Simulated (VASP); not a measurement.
Write the native input for VASP 6.6.1 that does the following.

- Task: single point
- Functional: PBE
- Potentials or basis: VASP PAW PBE potentials, release 64 (Cd, Se)
- Cutoff: 520 eV
- k mesh: 8 × 8 × 8
- Occupations: fermi-dirac, width 0.02 eV
- Spin: no spin polarisation
- Dipole correction: no
- Further INCAR settings: ALGO = Normal; EDIFF = 1e-06; NBANDS = 16

The structure of CdSe lies in POSCAR:

```
CdSe
1.0
    0.0383472621      3.0677809650      3.0677809650
    3.0677809650      0.0383472621      3.0677809650
    3.1061282271      3.1061282271      0.0000000000
Cd Se
1 1
Direct
    0.0026743383      0.0026743383     -0.0026743383
    0.2473256617      0.2473256617      0.2526743383
```

This cell differs from its parent crystal: shear xy strain +2.5%.

The input as run:

INCAR

```
  PREC = Accurate
  ENCUT = 520
  EDIFF = 1E-6
  ISMEAR = -1
  SIGMA = 0.02
  LREAL = False
  LASPH = True
  NELM = 80
  ALGO = Normal
  ISIF = 2
  LWAVE = False
  LCHARG = False
  GGA = PE
  NBANDS = 16
```

KPOINTS

```
Automatic mesh
0
Gamma
  8 8 8
```

Potentials or basis: VASP PAW PBE potentials, release 64 (Cd, Se).

The run is started by

```console
$ cat potpaw_PBE.64/Cd/POTCAR potpaw_PBE.64/Se/POTCAR > POTCAR
$ mpirun -np 1 vasp_std > vasp.out
```

Results of the run:

```
Pressure               : 1.7 GPa
Band gap on the k mesh : 0.50 eV, direct
```

Caveat: the cell differs from its parent crystal (shear xy strain +2.5%).

It took 73 s on 1 thread of Intel(R) Xeon(R) Platinum 8488C (Sapphire Rapids), on a shared host, peak memory 0.24 GiB.
